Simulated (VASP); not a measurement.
Hg, 3 atoms in the cell. It takes space group P6/mmm (No. 191, hexagonal). Conventional cell: a = 5.217 Å, b = 5.217 Å, c = 3.075 Å, α = 90.00°, β = 90.00°, γ = 120.00°. Within 4.0 Å of Hg (site symmetry -6m2) lie 11 Hg at 3.01 to 3.38 Å. Hg (site symmetry 6/mmm) has 14 Hg at 3.07 to 3.38 Å within 4.0 Å. 

```yaml
Program: VASP 6.6.1
Task: single point
Functional: PBE
Dispersion: D3(BJ)
Potentials_or_basis: VASP PAW PBE potentials, release 64 (Hg_sv_GW)
Cutoff: 550 eV
k_mesh: 9 × 9 × 14
Occupations: gaussian, width 0.1 eV
Spin: no spin polarisation
Dipole_correction: no
Further_INCAR_settings: ALGO = Normal; EDIFF = 1e-06; NBANDS = 37
```

Potentials or basis: VASP PAW PBE potentials, release 64 (Hg_sv_GW).

Run with:

```bash
$ cat potpaw_PBE.64/Hg_sv_GW/POTCAR > POTCAR
$ mpirun -np 1 vasp_std > vasp.out
```

Hardware: 1 thread of Intel(R) Xeon(R) 6975P-C (Granite Rapids), with other jobs on the host.

Problem. Estimate the wall time of this run.

Solution. Run time: 110 s on 1 thread of Intel(R) Xeon(R) 6975P-C (Granite Rapids) (shared host), peak memory 0.37 GiB. Counts: scf iterations 12, k points 96.
